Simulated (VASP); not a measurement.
Write the native input for VASP 6.6.1 that does the following.

```yaml
Task: single point
Functional: r2SCAN
Potentials_or_basis: VASP PAW PBE potentials, release 64 (Hf_pv)
Cutoff: 520 eV
k_mesh: 16 × 16 × 16
Occupations: gaussian, width 0.1 eV
Spin: no spin polarisation
Dipole_correction: no
Further_INCAR_settings: ALGO = Normal; EDIFF = 1e-06; NBANDS = 11
```

Crystal: Hf.

```
Hf
1.0
     0.00000    2.23965    2.23965
     2.23965    0.00000    2.23965
     2.23965    2.23965    0.00000
Hf
1
Cartesian
  0.0000 0.0000 0.0000
```

These files were run (other wordings do the same):

POSCAR

```
Hf
1.0
    0.0000000000      2.2396530485      2.2396530485
    2.2396530485      0.0000000000      2.2396530485
    2.2396530485      2.2396530485      0.0000000000
Hf
1
Direct
    0.0000000000      0.0000000000      0.0000000000
```

INCAR.step1

```
SYSTEM = Hf
PREC = Accurate ; ENCUT = 520
ISMEAR = 0 ; SIGMA = 0.1
LREAL = .FALSE. ; LASPH = .TRUE.
NELM = 100 ; NBANDS = 11
GGA = PE ; ALGO = Normal
EDIFF = 1E-4 ; LWAVE = .TRUE.
LCHARG = .FALSE.
```

INCAR.step2

```
SYSTEM = Hf
PREC = Accurate ; ENCUT = 520
EDIFF = 1E-6 ; ISMEAR = 0
SIGMA = 0.1 ; LREAL = .FALSE.
LASPH = .TRUE. ; NELM = 100
ALGO = Normal ; ISIF = 2
LWAVE = .FALSE. ; LCHARG = .TRUE.
METAGGA = R2SCAN ; LMIXTAU = .TRUE.
LELF = .TRUE. ; LVHAR = .TRUE.
NBANDS = 11 ; ISTART = 1
```

KPOINTS

```
Automatic mesh
0
G
  16 16 16
  0 0 0
```

Potentials or basis: VASP PAW PBE potentials, release 64 (Hf_pv).

Command:

```bash
$ cat potpaw_PBE.64/Hf_pv/POTCAR > POTCAR
$ cp INCAR.step1 INCAR
$ mpirun -np 1 vasp_std > vasp.out
$ cp INCAR.step2 INCAR
$ mpirun -np 1 vasp_std > vasp.out
```

It gave:

```yaml
Pressure: -0.5 GPa
Band_gap_on_the_k_mesh: zero (band 5 reaches 6.18 eV, above the bottom of band 6 at 4.14 eV)
```

Caveat: the PAW data sets were made with another functional, which shifts forces and pressure a little; spin-orbit coupling is left out, which moves the levels of the heavy elements.

Run time: 50 s on 1 thread of Intel(R) Xeon(R) Platinum 8488C (Sapphire Rapids), on a shared host, peak memory 0.17 GiB.
